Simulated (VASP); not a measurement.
# AlN in VASP: a series of runs

AlN is run at these levels: r2SCAN, PBE; tasks: single point.

Program: VASP 6.6.1. These are calculated values, not measurements. Logs are shortened: lines on timing, memory, paths and dates and some standing lists are left out, and cuts for length are marked.

## (1) The cell of the first run

The structure is orthorhombic, space group Imm2 (No. 44). Conventional cell: a = 3.008 Å, b = 3.172 Å, c = 4.370 Å, α = 90.00°, β = 90.00°, γ = 90.00°. Al (site symmetry mm2) has 4 N at 1.88 to 1.91 Å within 2.5 Å. N (site symmetry mm2) has 4 Al at 1.88 to 1.91 Å within 2.5 Å.

## (2) Single point, r2SCAN (shear xy strain +5.3%)

Contents of POSCAR:

```
AlN
1.0
    0.0580084706      2.1848764830      2.1848764830
    2.1848764830      0.0580084706      2.1848764830
    2.2428849536      2.2428849536      0.0000000000
Al N
1 1
Direct
   -0.0034687493     -0.0034687493      0.0034687493
    0.7534687493      0.7534687493      0.7465312507
```

Contents of INCAR.step1:

```
SYSTEM = AlN
PREC = Accurate ; ENCUT = 520
ISMEAR = 0 ; SIGMA = 0.01
LREAL = .FALSE. ; LASPH = .TRUE.
NELM = 80 ; NBANDS = 11
GGA = PE ; ALGO = Normal
EDIFF = 1E-4 ; LWAVE = .TRUE.
LCHARG = .FALSE.
```

Contents of INCAR.step2:

```
SYSTEM = AlN
PREC = Accurate ; ENCUT = 520
EDIFF = 1E-7 ; ISMEAR = 0
SIGMA = 0.01 ; LREAL = .FALSE.
LASPH = .TRUE. ; NELM = 80
ALGO = Normal ; ISIF = 2
LWAVE = .FALSE. ; LCHARG = .FALSE.
METAGGA = R2SCAN ; LMIXTAU = .TRUE.
NBANDS = 11 ; ISTART = 1
```

Contents of KPOINTS:

```
regular mesh
0
G
  10 10 10
  0 0 0
```

Potentials or basis: VASP PAW PBE potentials, release 64 (Al, N).

Command:

```console
> cat potpaw_PBE.64/Al/POTCAR potpaw_PBE.64/N/POTCAR > POTCAR
> cp INCAR.step1 INCAR
> mpirun -np 1 vasp_std > vasp.out
> cp INCAR.step2 INCAR
> mpirun -np 1 vasp_std > vasp.out
```

OUTCAR:

```text
SYSTEM = AlN
   PREC = Accurate
   ENCUT = 520
   EDIFF = 1E-7
   ISMEAR = 0
   LREAL = .FALSE.
   LASPH = .TRUE.
   NELM = 80
   ISIF = 2
   METAGGA = R2SCAN
   ISTART = 1

 ion  position               nearest neighbor table
   1  0.997  0.997  0.003-   2 1.88   2 1.88   2 1.91   2 1.91
   2  0.753  0.753  0.747-   1 1.88   1 1.88   1 1.91   1 1.91

  LATTYP: Found a body centered orthorhombic cell.
 ALAT       =     3.0078455885
 B/A-ratio  =     1.0545482562
 C/A-ratio  =     1.4527850042

  Lattice vectors:

 A1 = (   2.1848764830,   0.0580084706,  -2.1848764830)
 A2 = (  -2.1848764830,  -0.0580084706,  -2.1848764830)
 A3 = (   0.0580084706,   2.1848764830,   2.1848764830)

Analysis of symmetry for initial positions (statically):
=====================================================================
 Subroutine PRICEL returns:
 Original cell was already a primitive cell.

 Routine SETGRP: Setting up the symmetry group for a
 body centered orthorhombic supercell.

 Subroutine GETGRP returns: Found  4 space group operations
 (whereof  4 operations were pure point group operations)
 out of a pool of  8 trial point group operations.

The static configuration has the point symmetry C_2v.

Analysis of symmetry for dynamics (positions and initial velocities):
=====================================================================
 Subroutine PRICEL returns:
 Original cell was already a primitive cell.

 Routine SETGRP: Setting up the symmetry group for a
 body centered orthorhombic supercell.

 Subroutine GETGRP returns: Found  4 space group operations
 (whereof  4 operations were pure point group operations)
 out of a pool of  8 trial point group operations.

The dynamic configuration has the point symmetry C_2v.

 Subroutine INISYM returns: Found  4 space group operations
 (whereof  4 operations are pure point group operations),
 and found     1 'primitive' translations

----------------------------------------------------------------------------------------

                                     Primitive cell

  volume of cell :      20.8451

  direct lattice vectors                    reciprocal lattice vectors
     0.058008471  2.184876483  2.184876483    -0.235087461  0.235087461  0.228845888
     2.184876483  0.058008471  2.184876483     0.235087461 -0.235087461  0.228845888
     2.242884954  2.242884954  0.000000000     0.222927172  0.222927172 -0.228845888

  length of vectors
     3.090426423  3.090426423  3.171918320     0.403612028  0.403612028  0.389568336

  position of ions in fractional coordinates (direct lattice)
     0.996531251  0.996531251  0.003468749
     0.753468749  0.753468749  0.746531251

[... 87 lines left out ...]
   NELECT =       8.0000    total number of electrons
   NUPDOWN=      -1.0000    fix difference up-down
   EMIN   =  10.00;   EMAX   =-10.00  energy-range for DOS
   EFERMI =   0.00;   METHOD = LEGACY
   ISMEAR =     0;   SIGMA  =   0.01  broadening in eV -4-tet -1-fermi 0-gaus
   EFERMI_NEDOS =   21; number of points for ismear=-14 and -15
   IALGO  =     38    algorithm
   IMIX   =      4    mixing-type and parameters
     AMIX     =   0.40;   BMIX     =  1.00
     AMIX_MAG =   1.60;   BMIX_MAG =  1.00
  volume/ion in A,a.u.               =      10.42        70.33
  Fermi-wavevector in a.u.,A,eV,Ry     =   1.189698  2.248203 19.257428  1.415381
  Thomas-Fermi vector in A             =   2.325799
   LORBIT       =      0    0 simple, 1 ext, 2 COOP (PROOUT), +10 PAW based schemes
   METAGGA = R2SCAN    functional components
   LHFCALC =     F    Hartree Fock is set to
   AEXX    =    0.0000 exact exchange contribution
   IVDW    =     0    specifies the selected vdW correction
   LEPSILON=     F    determine dielectric tensor
   LRPA    =     F    only Hartree local field effects (RPA)
 non-spin polarized calculation
 Gauss-broadening in eV      SIGMA  =   0.01
  energy-cutoff  :      520.00
  volume of cell :       20.85
 maximum number of plane-waves:       575
   NGX = 11   NGY = 11   NGZ = 11

 number of electron       8.0000000 magnetization

 Free energy of the ion-electron system (eV)
  ---------------------------------------------------
  ext. energy  EPLUGINS =         0.00000000
  ---------------------------------------------------
  free energy    TOTEN  =       -19.14328903 eV

  energy without entropy =      -19.14328903  energy(sigma->0) =      -19.14328903

 E-fermi :   6.1050     XC(G=0): -11.4176

 val. band max:        5.9388567818   @ k =   0.0000   0.0000   0.0000
 cond. band min:       9.5511336377   @ k =   0.5000   0.5000   0.0000
 fundamental gap:      3.6122768559
 Fermi energy:         6.1050023777

 k-point     1 :       0.0000    0.0000    0.0000
  band No.  band energies     occupation
      1     -10.0463      2.00000
      2       5.4788      2.00000
      3       5.6837      2.00000
      4       5.9389      2.00000
      5      10.5137      0.00000
      6      18.4985      0.00000
      7      19.2902      0.00000
      8      19.9494      0.00000
      9      24.1367      0.00000
     10      24.2742      0.00000
     11      25.7649      0.00000
[... 309 lines left out ...]
 k-point    24 :       0.4000    0.3000    0.0000
  band No.  band energies     occupation
      1      -8.0533      2.00000
      2       1.5314      2.00000
      3       3.9244      2.00000
      4       4.2733      2.00000
      5      11.1494      0.00000
      6      16.2629      0.00000
      7      19.0155      0.00000
      8      21.0931      0.00000
      9      22.1913      0.00000
     10      28.0728      0.00000
     11      30.6479      0.00000

 [... further k-points ...]

------------------------ aborting loop because EDIFF is reached ----------------------------------------

  FORCE on cell =-STRESS in cart. coord.  units (eV):
  Direction    XX          YY          ZZ          XY          YZ          ZX
  --------------------------------------------------------------------------------------
  -------------------------------------------------------------------------------------
  Total        0.0034683      0.0034683     -0.0712439     -1.3773238      0.0000000      0.0000000
  in kB        0.2665735      0.2665735     -5.4758766   -105.8625197      0.0000000      0.0000000
  external PRESSURE =      -1.6475765 kB  Pullay stress =       0.0000000 kB

 VOLUME and BASIS-vectors are now :
 -----------------------------------------------------------------------------
  energy-cutoff  :      520.00
  volume of cell :       20.85
      direct lattice vectors                 reciprocal lattice vectors
     0.058008471  2.184876483  2.184876483    -0.235087461  0.235087461  0.228845888
     2.184876483  0.058008471  2.184876483     0.235087461 -0.235087461  0.228845888
     2.242884954  2.242884954  0.000000000     0.222927172  0.222927172 -0.228845888

 POSITION                                       TOTAL-FORCE (eV/Angst)
 -----------------------------------------------------------------------------------
      2.24288      2.24288      4.35460        -0.000000     -0.000000     -0.008058
      3.36433      3.36433      3.29247         0.000000      0.000000      0.008058
 -----------------------------------------------------------------------------------
    total drift:                                0.000001      0.000001     -0.001255

  FREE ENERGIE OF THE ION-ELECTRON SYSTEM (eV)
  ---------------------------------------------------
  free  energy   TOTEN  =       -19.1432890294 eV

  energy  without entropy=      -19.1432890294  energy(sigma->0) =      -19.14328903
```

OUTCAR.step1:

```text
SYSTEM = AlN
   PREC = Accurate
   ENCUT = 520
   ISMEAR = 0
   LREAL = .FALSE.
   LASPH = .TRUE.
[... 559 lines left out ...]
      2.24288      2.24288      4.35460        -0.000000     -0.000000     -0.043148
      3.36433      3.36433      3.29247         0.000000      0.000000      0.043148
 -----------------------------------------------------------------------------------
    total drift:                               -0.000000     -0.000000     -0.004180

  FREE ENERGIE OF THE ION-ELECTRON SYSTEM (eV)
  ---------------------------------------------------
  free  energy   TOTEN  =       -14.8068380551 eV

  energy  without entropy=      -14.8068380551  energy(sigma->0) =      -14.80683806
```

OSZICAR.step1:

```text
N       E                     dE             d eps       ncg     rms          rms(c)
DAV:   1     0.106731006003E+02    0.10673E+02   -0.38128E+03  3834   0.604E+02
DAV:   2    -0.162993387850E+02   -0.26972E+02   -0.26026E+02  4450   0.138E+02
DAV:   3    -0.171871243861E+02   -0.88779E+00   -0.88657E+00  4614   0.234E+01
DAV:   4    -0.171918451439E+02   -0.47208E-02   -0.47204E-02  4287   0.187E+00
DAV:   5    -0.171919027970E+02   -0.57653E-04   -0.57653E-04  4610   0.199E-01    0.862E+00
DAV:   6    -0.148183548968E+02    0.23735E+01   -0.11875E+01  4403   0.173E+01    0.283E+00
DAV:   7    -0.148137794268E+02    0.45755E-02   -0.17134E-01  4254   0.324E+00    0.206E+00
DAV:   8    -0.148081936062E+02    0.55858E-02   -0.28848E-02  4209   0.159E+00    0.570E-01
DAV:   9    -0.148067909636E+02    0.14026E-02   -0.41270E-03  4536   0.384E-01    0.228E-01
DAV:  10    -0.148068380551E+02   -0.47092E-04   -0.39439E-04  4092   0.131E-01
   1 F= -.14806838E+02 E0= -.14806838E+02  d E =-.541790E-39
```

It took 2.6 min on 1 thread of Intel Xeon 6975P-C, shared host; peak memory 0.17 GiB.

Results:

* Free energy: -19.1433 eV
* Pressure: -0.2 GPa
* Largest force: 0.008 eV/Å
* Band gap on the k mesh: 3.61 eV, indirect (least direct gap 4.57 eV)

Forces on the atoms (eV/Å):
```
Al   0.000  0.000 -0.008
N    0.000  0.000  0.008
```

Caveat: the cell differs from its parent crystal (shear xy strain +5.3%); the PAW data sets were made with another functional, which shifts forces and pressure a little. A k mesh can miss the band edges.

## (3) Single point, PBE

This run uses another cell than the first one, of the same volume but with other edges.

Contents of INCAR:

```
ALGO = Normal
EDIFF = 1E-6
ENCUT = 520
GGA = PE
ISIF = 2
ISMEAR = 0
LASPH = T
LCHARG = T
LELF = T
LREAL = F
LVHAR = T
LWAVE = F
NBANDS = 11
NELM = 80
PREC = Accurate
SIGMA = 0.01
```

Contents of KPOINTS:

```
k-points
0
Gamma
  6 6 6
```

Contents of POSCAR:

```
AlN
1.0
    0.0000000000      2.1848764830      2.1848764830
    2.1848764830      0.0000000000      2.1848764830
    2.1848764830      2.1848764830      0.0000000000
Al N
1 1
Direct
    0.0000000000      0.0000000000      0.0000000000
    0.7500000000      0.7500000000      0.7500000000
```

Potentials or basis: VASP PAW PBE potentials, release 64 (Al, N).

Command:

```console
> cat potpaw_PBE.64/Al/POTCAR potpaw_PBE.64/N/POTCAR > POTCAR
> mpirun -np 1 vasp_std > vasp.out
```

It took 9 s on 1 thread of AMD EPYC 7R13, shared host; peak memory 0.1 GiB.

The run converged. Its results:

| Quantity | Value |
| --- | --- |
| Free energy | -14.8394 eV |
| Pressure | 4.3 GPa |
| Band gap on the k mesh | 3.32 eV, indirect (least direct gap 4.18 eV) |

Levels at points of the mesh, in eV from the valence-band top:
```tsv
k point	band 1	band 2	band 3	band 4	band 5	band 6	band 7	band 8	band 9
(0.00, 0.00, 0.00)	-14.97	0.00	0.00	0.00	4.18	12.55	12.55	12.55	17.68
(0.50, 0.00, 0.00)	-12.93	-5.85	-0.48	-0.48	7.37	9.86	11.14	11.14	17.97
(0.50, 0.50, 0.00)	-12.30	-4.90	-1.77	-1.77	3.32	8.61	13.94	15.72	15.72
```

A k mesh can miss the band edges. Expect the measured gap to be larger: semilocal functionals such as PBE lack the derivative discontinuity.

(Continued in part 2 of 2.)
